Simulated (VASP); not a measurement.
# MnW (R-3m) in VASP: single point with PBE

Aim: the single point of MnW with PBE.

Program: VASP 6.6.1. These are calculated values, not measurements. Logs are shortened: lines on timing, memory, paths and dates and some standing lists are left out, and cuts for length are marked.

## (1) The cell of the first run

It takes space group R-3m (No. 166, trigonal). Conventional cell: a = 2.789 Å, b = 2.789 Å, c = 12.629 Å, α = 90.00°, β = 90.00°, γ = 120.00°. Mn (site symmetry -3m) has 6 W at 2.65 Å and 6 Mn at 2.79 Å within 3.5 Å. Within 3.5 Å of W (site symmetry -3m) lie 6 Mn at 2.65 Å and 6 W at 2.79 Å.

## (2) Single point, PBE

The input, INCAR:

```
SYSTEM = MnW
PREC     = Accurate       ! precision mode
ENCUT    = 520            ! plane-wave cutoff, eV
EDIFF    = 1E-6           ! SCF threshold, eV
ISMEAR   = 0              ! smearing method
SIGMA    = 0.1            ! smearing width, eV
LREAL    = .FALSE.        ! projectors in reciprocal space
LASPH    = .TRUE.         ! aspherical terms in the spheres
NELM     = 100            ! most SCF steps
ALGO     = Fast           ! electronic algorithm
ISIF     = 2              ! what is computed and relaxed
LWAVE    = .FALSE.        ! write WAVECAR
LCHARG   = .TRUE.         ! write CHGCAR
GGA      = PE             ! functional
LELF     = .TRUE.         ! ELF
LVHAR    = .TRUE.       
NBANDS   = 20             ! bands
```

The input, KPOINTS:

```
Automatic mesh
0
G
  18 18 18
  0 0 0
```

The input, POSCAR:

```
MnW
1.0
   -1.7729836481     -1.7729836481     -3.7452693890
   -1.7729836481     -3.7452693890     -1.7729836481
   -3.7452693890     -1.7729836481     -1.7729836481
Mn W
1 1
Direct
    0.0000000000      0.0000000000      0.0000000000
    0.5000000000      0.5000000000      0.5000000000
```

Potentials or basis: VASP PAW PBE potentials, release 64 (Mn_pv, W_sv).

Command:

```sh
> cat potpaw_PBE.64/Mn_pv/POTCAR potpaw_PBE.64/W_sv/POTCAR > POTCAR
> mpirun -np 1 vasp_std > vasp.out
```

OUTCAR:

```text
SYSTEM = MnW
   PREC = Accurate
   ENCUT = 520
   EDIFF = 1E-6
   ISMEAR = 0
   LREAL = .FALSE.
   LASPH = .TRUE.
   NELM = 100
   ISIF = 2
   GGA = PE

 ion  position               nearest neighbor table
   1  0.000  0.000  0.000-   2 2.65   2 2.65   2 2.65   2 2.65   2 2.65   2 2.65
   2  0.500  0.500  0.500-   1 2.65   1 2.65   1 2.65   1 2.65   1 2.65   1 2.65

  LATTYP: Found a trigonal (rhomboedric) cell.
 ALAT       =     4.5071038183
 COS(alpha) =     0.8085106848

  Lattice vectors:

 A1 = (  -1.7729836481,  -1.7729836481,  -3.7452693890)
 A2 = (  -1.7729836481,  -3.7452693890,  -1.7729836481)
 A3 = (  -3.7452693890,  -1.7729836481,  -1.7729836481)

Analysis of symmetry for initial positions (statically):
=====================================================================
 Subroutine PRICEL returns:
 Original cell was already a primitive cell.

 Routine SETGRP: Setting up the symmetry group for a
 trigonal (rhombohedral) supercell.

 Subroutine GETGRP returns: Found 12 space group operations
 (whereof 12 operations were pure point group operations)
 out of a pool of 12 trial point group operations.

The static configuration has the point symmetry D_3d.

Analysis of symmetry for dynamics (positions and initial velocities):
=====================================================================
 Subroutine PRICEL returns:
 Original cell was already a primitive cell.

 Routine SETGRP: Setting up the symmetry group for a
 trigonal (rhombohedral) supercell.

 Subroutine GETGRP returns: Found 12 space group operations
 (whereof 12 operations were pure point group operations)
 out of a pool of 12 trial point group operations.

The dynamic configuration has the point symmetry D_3d.

 Subroutine INISYM returns: Found 12 space group operations
 (whereof 12 operations are pure point group operations),
 and found     1 'primitive' translations

----------------------------------------------------------------------------------------

                                     Primitive cell

  volume of cell :      28.3623

  direct lattice vectors                    reciprocal lattice vectors
    -1.772983648 -1.772983648 -3.745269389     0.123291660  0.123291660 -0.383734264
    -1.772983648 -3.745269389 -1.772983648     0.123291660 -0.383734264  0.123291660
    -3.745269389 -1.772983648 -1.772983648    -0.383734264  0.123291660  0.123291660

  length of vectors
     4.507103818  4.507103818  4.507103818     0.421489801  0.421489801  0.421489801

  position of ions in fractional coordinates (direct lattice)
     0.000000000  0.000000000  0.000000000
     0.500000000  0.500000000  0.500000000

  ion indices of the primitive-cell ions
   primitive index   ion index
                 1           1
                 2           2

----------------------------------------------------------------------------------------

 KPOINTS: Automatic mesh

Automatic generation of k-mesh.
 Grid dimensions read from file:
 generate k-points for:   18   18   18

 Generating k-lattice:

  Cartesian coordinates                     Fractional coordinates (reciprocal lattice)
     0.006849537  0.006849537 -0.021318570     0.055555556  0.000000000  0.000000000
     0.006849537 -0.021318570  0.006849537     0.000000000  0.055555556  0.000000000
    -0.021318570  0.006849537  0.006849537     0.000000000  0.000000000  0.055555556

  Length of vectors
     0.023416100  0.023416100  0.023416100

  Shift w.r.t. Gamma in fractional coordinates (k-lattice)
     0.000000000  0.000000000  0.000000000

 Subroutine IBZKPT returns following result:
 ===========================================

 Found    580 irreducible k-points:

 Following reciprocal coordinates:
            Coordinates               Weight
  0.000000  0.000000  0.000000      1.000000
  0.055556  0.000000  0.000000      6.000000
  0.111111  0.000000  0.000000      6.000000
  0.166667  0.000000  0.000000      6.000000
  0.222222  0.000000  0.000000      6.000000
  0.277778  0.000000  0.000000      6.000000
[... 16 lines left out ...]
 -0.277778  0.055556  0.000000     12.000000
 -0.222222  0.055556  0.000000     12.000000
 [... further k-points ...]
   k-points           NKPTS =    580   k-points in BZ     NKDIM =    580   number of bands    NBANDS=     20
   number of dos      NEDOS =    301   number of ions     NIONS =      2
   total plane-waves  NPLWV =  46656
   dimension x,y,z NGX =    36 NGY =   36 NGZ =   36
   dimension x,y,z NGXF=    72 NGYF=   72 NGZF=   72
   ions per type =               1   1
   NGX,Y,Z   is equivalent  to a cutoff of  13.28, 13.28, 13.28 a.u.
   NGXF,Y,Z  is equivalent  to a cutoff of  26.56, 26.56, 26.56 a.u.
 SYSTEM =  MnW
   PREC   = accura    normal or accurate (medium, high low for compatibility)
   ISTART =      0    job   : 0-new  1-cont  2-samecut
   ICHARG =      2    charge: 1-file 2-atom 10-const
   ISPIN  =      1    spin polarized calculation?
   LNONCOLLINEAR =      F non collinear calculations
   LSORBIT =      F    spin-orbit coupling
   LASPH  =      T    aspherical Exc in radial PAW
   ENCUT  =  520.0 eV  38.22 Ry    6.18 a.u.   8.38  8.38  8.38*2*pi/ulx,y,z
   NELM   =    100;   NELMIN=  2; NELMDL= -5     # of ELM steps
   EDIFF  = 0.1E-05   stopping-criterion for ELM
   LREAL  =      F    real-space projection
   EDIFFG = 0.1E-04   stopping-criterion for IOM
   NSW    =      0    number of steps for IOM
   IBRION =     -1    ionic relax: 0-MD 1-quasi-New 2-CG
   NFREE  =      0    steps in history (QN), initial steepest desc. (CG)
   ISIF   =      2    stress and relaxation
   ISYM   =      2    0-nonsym 1-usesym 2-fastsym
   POTIM  = 0.5000    time-step for ionic-motion
   TEBEG  =    0.0;   TEEND  =   0.0 temperature during run
   PSTRESS=    0.0 pullay stress
   NELECT =      27.0000    total number of electrons
   NUPDOWN=      -1.0000    fix difference up-down
   EMIN   =  10.00;   EMAX   =-10.00  energy-range for DOS
   EFERMI =   0.00;   METHOD = LEGACY
   ISMEAR =     0;   SIGMA  =   0.10  broadening in eV -4-tet -1-fermi 0-gaus
   EFERMI_NEDOS =   21; number of points for ismear=-14 and -15
   IALGO  =     68    algorithm
   IMIX   =      4    mixing-type and parameters
     AMIX     =   0.40;   BMIX     =  1.00
     AMIX_MAG =   1.60;   BMIX_MAG =  1.00
  volume/ion in A,a.u.               =      14.18        95.70
  Fermi-wavevector in a.u.,A,eV,Ry     =   1.610457  3.043322 35.287685  2.593572
  Thomas-Fermi vector in A             =   2.706004
   LORBIT       =      0    0 simple, 1 ext, 2 COOP (PROOUT), +10 PAW based schemes
   GGA     = PE    functional components
   LHFCALC =     F    Hartree Fock is set to
   AEXX    =    0.0000 exact exchange contribution
   IVDW    =     0    specifies the selected vdW correction
   LEPSILON=     F    determine dielectric tensor
   LRPA    =     F    only Hartree local field effects (RPA)
 non-spin polarized calculation
 RMM-DIIS sequential band-by-band and
 Gauss-broadening in eV      SIGMA  =   0.10
  energy-cutoff  :      520.00
  volume of cell :       28.36
 maximum number of plane-waves:       776
 NGX is ok and might be reduce to    36
   NGX = 17   NGY = 17   NGZ = 17

 number of electron      27.0000004 magnetization

 Free energy of the ion-electron system (eV)
  ---------------------------------------------------
  ext. energy  EPLUGINS =         0.00000000
  ---------------------------------------------------
  free energy    TOTEN  =       -21.14535011 eV

  energy without entropy =      -21.12854086  energy(sigma->0) =      -21.13694548

 E-fermi :   9.9277     XC(G=0): -13.3943

 val. band max:        9.9275258442   @ k =  -0.4444   0.3889   0.3333
 cond. band min:       9.9286991397   @ k =   0.2222   0.2222   0.1111
 fundamental gap:      0.0011732955
 Fermi energy:         9.9276840197

 k-point     1 :       0.0000    0.0000    0.0000
  band No.  band energies     occupation
      1     -63.8110      2.00000
      2     -37.8579      2.00000
      3     -37.8356      2.00000
      4     -37.8356      2.00000
      5     -28.0763      2.00000
      6     -27.4742      2.00000
[... 12 lines left out ...]
     19      13.9454      0.00000
     20      20.5735      0.00000

 k-point     2 :       0.0556    0.0000    0.0000
  band No.  band energies     occupation
      1     -63.8082      2.00000
      2     -37.8568      2.00000
      3     -37.8409      2.00000
      4     -37.8369      2.00000
      5     -28.0724      2.00000
      6     -27.5091      2.00000
[... 12 lines left out ...]
     19      14.3126      0.00000
     20      20.5503      0.00000

 k-point     3 :       0.1111    0.0000    0.0000
  band No.  band energies     occupation
      1     -63.8000      2.00000
      2     -37.8563      2.00000
      3     -37.8536      2.00000
      4     -37.8406      2.00000
      5     -28.0611      2.00000
      6     -27.6087      2.00000
[... 12 lines left out ...]
     19      15.1119      0.00000
     20      20.5054      0.00000

 k-point     4 :       0.1667    0.0000    0.0000
  band No.  band energies     occupation
      1     -63.7875      2.00000
      2     -37.8799      2.00000
      3     -37.8487      2.00000
      4     -37.8464      2.00000
      5     -28.0438      2.00000
      6     -27.7590      2.00000
[... 12 lines left out ...]
     19      15.9916      0.00000
     20      20.5109      0.00000

 k-point     5 :       0.2222    0.0000    0.0000
  band No.  band energies     occupation
      1     -63.7721      2.00000
      2     -37.9087      2.00000
      3     -37.8534      2.00000
      4     -37.8427      2.00000
      5     -28.0224      2.00000
      6     -27.9395      2.00000
[... 12 lines left out ...]
     19      16.7377      0.00000
     20      20.6700      0.00000
[... 353 lines left out ...]
      6     -27.9510      2.00000
[... 12 lines left out ...]
     19      17.8054      0.00000
     20      19.0550      0.00000

 k-point    22 :      -0.3333    0.0556    0.0000
  band No.  band energies     occupation
      1     -63.7325      2.00000
      2     -37.9796      2.00000
      3     -37.8739      2.00000
      4     -37.8278      2.00000
      5     -28.3704      2.00000
      6     -27.9656      2.00000
[... 12 lines left out ...]
     19      17.8336      0.00000
     20      19.8233      0.00000

 k-point    23 :      -0.2778    0.0556    0.0000
  band No.  band energies     occupation
      1     -63.7465      2.00000
      2     -37.9541      2.00000
      3     -37.8671      2.00000
      4     -37.8332      2.00000
      5     -28.2180      2.00000
      6     -27.9853      2.00000
[... 12 lines left out ...]
     19      17.6709      0.00000
     20      20.6339      0.00000

 k-point    24 :      -0.2222    0.0556    0.0000
  band No.  band energies     occupation
      1     -63.7625      2.00000
      2     -37.9251      2.00000
      3     -37.8593      2.00000
      4     -37.8394      2.00000
      5     -28.0412      2.00000
      6     -28.0077      2.00000
[... 12 lines left out ...]
     19      17.2867      0.00000
     20      20.4866      0.00000

 [... further k-points ...]
[... 5 lines left out ...]
  --------------------------------------------------------------------------------------
  -------------------------------------------------------------------------------------
  Total       -0.8922885     -0.8922885     -0.8922885     -0.1110989     -0.1110989     -0.1110989
  in kB      -50.4051642    -50.4051642    -50.4051642     -6.2759503     -6.2759503     -6.2759503
  external PRESSURE =     -50.4051642 kB  Pullay stress =       0.0000000 kB

 VOLUME and BASIS-vectors are now :
 -----------------------------------------------------------------------------
  energy-cutoff  :      520.00
  volume of cell :       28.36
      direct lattice vectors                 reciprocal lattice vectors
    -1.772983648 -1.772983648 -3.745269389     0.123291660  0.123291660 -0.383734264
    -1.772983648 -3.745269389 -1.772983648     0.123291660 -0.383734264  0.123291660
    -3.745269389 -1.772983648 -1.772983648    -0.383734264  0.123291660  0.123291660

 POSITION                                       TOTAL-FORCE (eV/Angst)
 -----------------------------------------------------------------------------------
      0.00000      0.00000      0.00000        -0.000000     -0.000000     -0.000000
     -3.64562     -3.64562     -3.64562         0.000000      0.000000      0.000000
 -----------------------------------------------------------------------------------
    total drift:                               -0.000000      0.000000     -0.000000

  FREE ENERGIE OF THE ION-ELECTRON SYSTEM (eV)
  ---------------------------------------------------
  free  energy   TOTEN  =       -21.1453501088 eV

  energy  without entropy=      -21.1285408572  energy(sigma->0) =      -21.13694548
```

It took 22 min on 1 thread of AMD EPYC 7R13, shared host; peak memory 0.45 GiB.

Results:

```yaml
Free_energy: -21.1454 eV
Pressure: -5.0 GPa
```

Caveat: spin-orbit coupling is left out, which moves the levels of the heavy elements. Spin polarisation is off, so any magnetic state and its effect on volume and gap are missing.
